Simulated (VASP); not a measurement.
A run of VASP 6.6.1:

File INCAR:

```
SYSTEM = CdTe
PREC = Accurate
ENCUT = 520
EDIFF = 1E-6
ISMEAR = -1
SIGMA = 0.03
LREAL = .False.
LASPH = .True.
NELM = 100
ALGO = Normal
ISIF = 2
LWAVE = .False.
LCHARG = .True.
GGA = PE
LELF = .True.
LVHAR = .True.
NBANDS = 16
```

KPOINTS

```
Automatic mesh
0
Gamma
  8 8 8
  0 0 0
```

The input POSCAR:

```
CdTe
1.0
    0.0000000000      3.0468443266      3.0468443266
    3.0468443266      0.0000000000      3.0468443266
    3.0468443266      3.0468443266      0.0000000000
Cd Te
1 1
Direct
    0.0000000000      0.0000000000      0.0000000000
    0.7500000000      0.7500000000      0.7500000000
```

Potentials or basis: VASP PAW PBE potentials, release 64 (Cd, Te).

Run with:

```sh
$ cat potpaw_PBE.64/Cd/POTCAR potpaw_PBE.64/Te/POTCAR > POTCAR
$ mpirun -np 1 vasp_std > vasp.out
```

Hardware: 1 thread of Intel(R) Xeon(R) 6975P-C (Granite Rapids), with other jobs on the host.

**Question.** How long does it take, and how much memory?

**Answer.** It took 9.4 s on 1 thread of Intel(R) Xeon(R) 6975P-C (Granite Rapids) (shared host), peak memory 0.18 GiB. Counts: scf iterations 12, k points 29.
